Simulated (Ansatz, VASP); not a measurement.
**ZnO in VASP and in Ansatz**

```
CELL_PARAMETERS angstrom
2.68794 0.00000 0.00000
0.00000 2.68794 0.00000
0.00000 0.00000 2.68794
ATOMIC_POSITIONS crystal
Zn 0.00000 0.00000 0.00000
O 0.50000 0.50000 0.50000
```

Alike in both runs: task single point; functional PBE; k mesh 8 × 8 × 8; occupations fermi-dirac, width 0.02 eV; no spin polarisation.

|  | VASP | Ansatz |
| --- | --- | --- |
| version | VASP 6.6.1 | Ansatz 0.2.0 |
| potentials or method | VASP PAW PBE potentials, release 64 (Zn, O) | plane waves, PAW |
| plane-wave cutoff (eV) | 520 | 420 |
| valence electrons in the cell | 18 | 18 |

|  | VASP | Ansatz | Ansatz less VASP |
| --- | --- | --- | --- |
| pressure (GPa) | 0.7 | 0.0 | -0.70 |
